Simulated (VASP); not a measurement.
# SnC3 (P-4m2) in VASP: further runs

SnC3 is run at these levels: PBE; tasks: single point.

Everything below comes from runs of VASP 6.6.1. Logs are shortened: lines on timing, memory, paths and dates and some standing lists are left out, and cuts for length are marked.

**1. The cell of the first run**

The structure is tetragonal, space group P-4m2 (No. 115). The conventional cell has a = 2.979 Å, b = 2.979 Å, c = 4.644 Å, α = 90.00°, β = 90.00°, γ = 90.00°. C (site symmetry 2mm) has 2 C at 1.71 Å and 2 Sn at 2.11 Å within 2.3 Å. C (site symmetry -4m2) has 4 C at 1.71 Å within 2.3 Å. Sn (site symmetry -4m2) has 4 C at 2.11 Å within 2.8 Å.

**2. Single point, PBE**

INCAR

```
PREC = Accurate ; ENCUT = 520
EDIFF = 1E-6 ; ISMEAR = 0
SIGMA = 0.01 ; LREAL = False
LASPH = True ; NELM = 100
ALGO = Normal ; ISIF = 2
LWAVE = False ; LCHARG = False
GGA = PE ; NBANDS = 21
```

KPOINTS

```
Automatic mesh
0
Gamma
  6 6 4
```

POSCAR

```
SnC3
1.0
    2.9788882397      0.0000000000      0.0000000000
    0.0000000000      2.9788882397      0.0000000000
    0.0000000000      0.0000000000      4.6435166652
C Sn
3 1
Direct
    0.5000000000      0.0000000000      0.8203632751
    0.5000000000      0.5000000000      0.0000000000
    0.0000000000      0.5000000000      0.1796367249
    0.0000000000      0.0000000000      0.5000000000
```

Potentials or basis: VASP PAW PBE potentials, release 64 (C, Sn_d).

The run is started by

```bash
$ cat potpaw_PBE.64/C/POTCAR potpaw_PBE.64/Sn_d/POTCAR > POTCAR
$ mpirun -np 1 vasp_std > vasp.out
```

OUTCAR:

```text
PREC = Accurate
   ENCUT = 520
   EDIFF = 1E-6
   ISMEAR = 0
   LREAL = False
   LASPH = True
   NELM = 100
   ISIF = 2
   GGA = PE

 ion  position               nearest neighbor table
   1  0.500  0.000  0.820-   2 1.71   2 1.71   4 2.11   4 2.11
   2  0.500  0.500  0.000-   1 1.71   3 1.71   1 1.71   3 1.71
   3  0.000  0.500  0.180-   2 1.71   2 1.71   4 2.11   4 2.11
   4  0.000  0.000  0.500-   1 2.11   3 2.11   3 2.11   1 2.11

  LATTYP: Found a simple tetragonal cell.
 ALAT       =     2.9788882397
 C/A-ratio  =     1.5588086197

  Lattice vectors:

 A1 = (   2.9788882397,   0.0000000000,   0.0000000000)
 A2 = (   0.0000000000,   2.9788882397,   0.0000000000)
 A3 = (   0.0000000000,   0.0000000000,   4.6435166652)

Analysis of symmetry for initial positions (statically):
=====================================================================
 Subroutine PRICEL returns:
 Original cell was already a primitive cell.

 Routine SETGRP: Setting up the symmetry group for a
 simple tetragonal supercell.

 Subroutine GETGRP returns: Found  8 space group operations
 (whereof  8 operations were pure point group operations)
 out of a pool of 16 trial point group operations.

The static configuration has the point symmetry D_2d.

Analysis of symmetry for dynamics (positions and initial velocities):
=====================================================================
 Subroutine PRICEL returns:
 Original cell was already a primitive cell.

 Routine SETGRP: Setting up the symmetry group for a
 simple tetragonal supercell.

 Subroutine GETGRP returns: Found  8 space group operations
 (whereof  8 operations were pure point group operations)
 out of a pool of 16 trial point group operations.

The dynamic configuration has the point symmetry D_2d.

 Subroutine INISYM returns: Found  8 space group operations
 (whereof  8 operations are pure point group operations),
 and found     1 'primitive' translations

----------------------------------------------------------------------------------------

                                     Primitive cell

  volume of cell :      41.2055

  direct lattice vectors                    reciprocal lattice vectors
     2.978888240  0.000000000  0.000000000     0.335695709  0.000000000  0.000000000
     0.000000000  2.978888240  0.000000000     0.000000000  0.335695709  0.000000000
     0.000000000  0.000000000  4.643516665     0.000000000  0.000000000  0.215354024

  length of vectors
     2.978888240  2.978888240  4.643516665     0.335695709  0.335695709  0.215354024

  position of ions in fractional coordinates (direct lattice)
     0.500000000  0.000000000  0.820363275
     0.500000000  0.500000000  0.000000000
     0.000000000  0.500000000  0.179636725
     0.000000000  0.000000000  0.500000000

  ion indices of the primitive-cell ions
   primitive index   ion index
                 1           1
                 2           2
                 3           3
                 4           4

----------------------------------------------------------------------------------------

 KPOINTS: Automatic mesh

Automatic generation of k-mesh.
 Grid dimensions read from file:
 generate k-points for:    6    6    4

 Generating k-lattice:

  Cartesian coordinates                     Fractional coordinates (reciprocal lattice)
     0.055949285  0.000000000  0.000000000     0.166666667  0.000000000  0.000000000
     0.000000000  0.055949285  0.000000000     0.000000000  0.166666667  0.000000000
     0.000000000  0.000000000  0.053838506     0.000000000  0.000000000  0.250000000

  Length of vectors
     0.055949285  0.055949285  0.053838506

  Shift w.r.t. Gamma in fractional coordinates (k-lattice)
     0.000000000  0.000000000  0.000000000

 Subroutine IBZKPT returns following result:
 ===========================================

 Found     30 irreducible k-points:

 Following reciprocal coordinates:
            Coordinates               Weight
  0.000000  0.000000  0.000000      1.000000
  0.166667  0.000000  0.000000      4.000000
  0.333333  0.000000  0.000000      4.000000
  0.500000  0.000000  0.000000      2.000000
  0.166667  0.166667  0.000000      4.000000
  0.333333  0.166667  0.000000      8.000000
[... 16 lines left out ...]
  0.333333  0.000000  0.500000      4.000000
  0.500000  0.000000  0.500000      2.000000
 [... further k-points ...]
   k-points           NKPTS =     30   k-points in BZ     NKDIM =     30   number of bands    NBANDS=     21
   number of dos      NEDOS =    301   number of ions     NIONS =      4
   total plane-waves  NPLWV =  20736
   dimension x,y,z NGX =    24 NGY =   24 NGZ =   36
   dimension x,y,z NGXF=    48 NGYF=   48 NGZF=   72
   ions per type =               3   1
   NGX,Y,Z   is equivalent  to a cutoff of  13.39, 13.39, 12.89 a.u.
   NGXF,Y,Z  is equivalent  to a cutoff of  26.79, 26.79, 25.78 a.u.
 SYSTEM =  unknown system
   PREC   = accura    normal or accurate (medium, high low for compatibility)
   ISTART =      0    job   : 0-new  1-cont  2-samecut
   ICHARG =      2    charge: 1-file 2-atom 10-const
   ISPIN  =      1    spin polarized calculation?
   LNONCOLLINEAR =      F non collinear calculations
   LSORBIT =      F    spin-orbit coupling
   LASPH  =      T    aspherical Exc in radial PAW
   ENCUT  =  520.0 eV  38.22 Ry    6.18 a.u.   5.54  5.54  8.63*2*pi/ulx,y,z
   NELM   =    100;   NELMIN=  2; NELMDL= -5     # of ELM steps
   EDIFF  = 0.1E-05   stopping-criterion for ELM
   LREAL  =      F    real-space projection
   EDIFFG = 0.1E-04   stopping-criterion for IOM
   NSW    =      0    number of steps for IOM
   IBRION =     -1    ionic relax: 0-MD 1-quasi-New 2-CG
   NFREE  =      0    steps in history (QN), initial steepest desc. (CG)
   ISIF   =      2    stress and relaxation
   ISYM   =      2    0-nonsym 1-usesym 2-fastsym
   POTIM  = 0.5000    time-step for ionic-motion
   TEBEG  =    0.0;   TEEND  =   0.0 temperature during run
   PSTRESS=    0.0 pullay stress
   NELECT =      26.0000    total number of electrons
   NUPDOWN=      -1.0000    fix difference up-down
   EMIN   =  10.00;   EMAX   =-10.00  energy-range for DOS
   EFERMI =   0.00;   METHOD = LEGACY
   ISMEAR =     0;   SIGMA  =   0.01  broadening in eV -4-tet -1-fermi 0-gaus
   EFERMI_NEDOS =   21; number of points for ismear=-14 and -15
   IALGO  =     38    algorithm
   IMIX   =      4    mixing-type and parameters
     AMIX     =   0.40;   BMIX     =  1.00
     AMIX_MAG =   1.60;   BMIX_MAG =  1.00
  volume/ion in A,a.u.               =      10.30        69.52
  Fermi-wavevector in a.u.,A,eV,Ry     =   1.404152  2.653463 26.825831  1.971643
  Thomas-Fermi vector in A             =   2.526742
   LORBIT       =      0    0 simple, 1 ext, 2 COOP (PROOUT), +10 PAW based schemes
   GGA     = PE    functional components
   LHFCALC =     F    Hartree Fock is set to
   AEXX    =    0.0000 exact exchange contribution
   IVDW    =     0    specifies the selected vdW correction
   LEPSILON=     F    determine dielectric tensor
   LRPA    =     F    only Hartree local field effects (RPA)
 non-spin polarized calculation
 Gauss-broadening in eV      SIGMA  =   0.01
  energy-cutoff  :      520.00
  volume of cell :       41.21
 maximum number of plane-waves:      1129
 NGX is ok and might be reduce to    24
   NGX = 11   NGY = 11   NGZ = 17

 number of electron      25.9999997 magnetization

 Free energy of the ion-electron system (eV)
  ---------------------------------------------------
  ext. energy  EPLUGINS =         0.00000000
  ---------------------------------------------------
  free energy    TOTEN  =       -25.30363001 eV

  energy without entropy =      -25.30363001  energy(sigma->0) =      -25.30363001

 E-fermi :  10.5324     XC(G=0): -11.9388

 val. band max:       10.4445602110   @ k =   0.0000   0.0000   0.0000
 cond. band min:      10.7782603845   @ k =   0.5000   0.0000   0.5000
 fundamental gap:      0.3337001735
 Fermi energy:        10.5324302865

 k-point     1 :       0.0000    0.0000    0.0000
  band No.  band energies     occupation
      1     -12.4095      2.00000
      2     -11.8368      2.00000
      3     -11.7542      2.00000
      4     -11.7332      2.00000
      5     -11.7332      2.00000
      6      -7.8223      2.00000
[... 13 lines left out ...]
     20      21.4372      0.00000
     21      21.4492      0.00000

 k-point     2 :       0.1667    0.0000    0.0000
  band No.  band energies     occupation
      1     -12.3298      2.00000
      2     -11.8123      2.00000
      3     -11.7922      2.00000
      4     -11.7917      2.00000
      5     -11.7278      2.00000
      6      -7.4436      2.00000
[... 13 lines left out ...]
     20      20.5966      0.00000
     21      21.0388      0.00000

 k-point     3 :       0.3333    0.0000    0.0000
  band No.  band energies     occupation
      1     -12.1960      2.00000
      2     -11.9584      2.00000
      3     -11.8656      2.00000
      4     -11.7171      2.00000
      5     -11.6835      2.00000
      6      -6.3696      2.00000
[... 13 lines left out ...]
     20      20.4208      0.00000
     21      20.7002      0.00000
[... 457 lines left out ...]
 k-point    23 :       0.3333    0.0000    0.5000
  band No.  band energies     occupation
      1     -12.1984      2.00000
      2     -11.9802      2.00000
      3     -11.8651      2.00000
      4     -11.7197      2.00000
      5     -11.6643      2.00000
      6      -5.7469      2.00000
[... 13 lines left out ...]
     20      19.6138      0.00000
     21      19.8044      0.00000

 k-point    24 :       0.5000    0.0000    0.5000
  band No.  band energies     occupation
      1     -12.1378      2.00000
      2     -12.0634      2.00000
      3     -11.9015      2.00000
      4     -11.7139      2.00000
      5     -11.5950      2.00000
      6      -4.8507      2.00000
[... 13 lines left out ...]
     20      19.9593      0.00000
     21      20.3179      0.00000

 [... further k-points ...]

------------------------ aborting loop because EDIFF is reached ----------------------------------------

  FORCE on cell =-STRESS in cart. coord.  units (eV):
  Direction    XX          YY          ZZ          XY          YZ          ZX
  --------------------------------------------------------------------------------------
  -------------------------------------------------------------------------------------
  Total        0.6182768      0.6182768      0.7869072      0.0000000     -0.0000000      0.0000000
  in kB       24.0402023     24.0402023     30.5969888      0.0000000     -0.0000000      0.0000000
  external PRESSURE =      26.2257978 kB  Pullay stress =       0.0000000 kB

 VOLUME and BASIS-vectors are now :
 -----------------------------------------------------------------------------
  energy-cutoff  :      520.00
  volume of cell :       41.21
      direct lattice vectors                 reciprocal lattice vectors
     2.978888240  0.000000000  0.000000000     0.335695709  0.000000000  0.000000000
     0.000000000  2.978888240  0.000000000     0.000000000  0.335695709  0.000000000
     0.000000000  0.000000000  4.643516665     0.000000000  0.000000000  0.215354024

 POSITION                                       TOTAL-FORCE (eV/Angst)
 -----------------------------------------------------------------------------------
      1.48944      0.00000      3.80937        -0.000000      0.000000      0.324590
      1.48944      1.48944      0.00000        -0.000000     -0.000000      0.000000
      0.00000      1.48944      0.83415        -0.000000      0.000000     -0.324590
      0.00000      0.00000      2.32176         0.000000      0.000000      0.000000
 -----------------------------------------------------------------------------------
    total drift:                                0.000000     -0.000000      0.000000

  FREE ENERGIE OF THE ION-ELECTRON SYSTEM (eV)
  ---------------------------------------------------
  free  energy   TOTEN  =       -25.3036300147 eV

  energy  without entropy=      -25.3036300147  energy(sigma->0) =      -25.30363001
```

It took 23 s on 1 thread of Intel Xeon 8259CL, shared host; peak memory 0.17 GiB.

What came out:

| Quantity | Value |
| --- | --- |
| Free energy | -25.3036 eV |
| Pressure | 2.6 GPa |
| Largest force | 0.325 eV/Å |
| Band gap on the k mesh | 0.33 eV (least direct gap 0.61 eV) |

Forces on the atoms (eV/Å):
```
C    0.000  0.000  0.325
C    0.000  0.000  0.000
C    0.000  0.000 -0.325
Sn   0.000  0.000  0.000
```

Caveat: spin-orbit coupling is left out, which moves the levels of the heavy elements.

(Continued in part 2 of 2.)
